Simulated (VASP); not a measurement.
A run of VASP 6.6.1:

The input INCAR:

```
  PREC = Accurate
  ENCUT = 520
  EDIFF = 1E-6
  ISMEAR = -1
  SIGMA = 0.05
  LREAL = False
  LASPH = True
  NELM = 100
  ALGO = Normal
  ISIF = 2
  LWAVE = False
  LCHARG = False
  GGA = CA
  NBANDS = 19
```

Contents of KPOINTS:

```
regular mesh
0
Gamma
  11 11 11
```

POSCAR

```
HfGe
1.0
    0.0000000000      2.5126563449      2.5126563449
    2.5126563449      0.0000000000      2.5126563449
    2.5126563449      2.5126563449      0.0000000000
Hf Ge
1 1
Direct
    0.0000000000      0.0000000000      0.0000000000
    0.2500000000      0.2500000000      0.2500000000
```

Potentials or basis: VASP PAW LDA potentials, release 64 (Hf_pv, Ge_d).

Launch:

```console
$ cat potpaw_LDA.64/Hf_pv/POTCAR potpaw_LDA.64/Ge_d/POTCAR > POTCAR
$ mpirun -np 1 vasp_std > vasp.out
```

Hardware: 1 thread of Intel(R) Xeon(R) Platinum 8559C (Emerald Rapids), with other jobs on the host.

How long does it take, and how much memory?

It took 22 s on 1 thread of Intel(R) Xeon(R) Platinum 8559C (Emerald Rapids) (shared host), peak memory 0.16 GiB. Counts: scf iterations 12, k points 56.
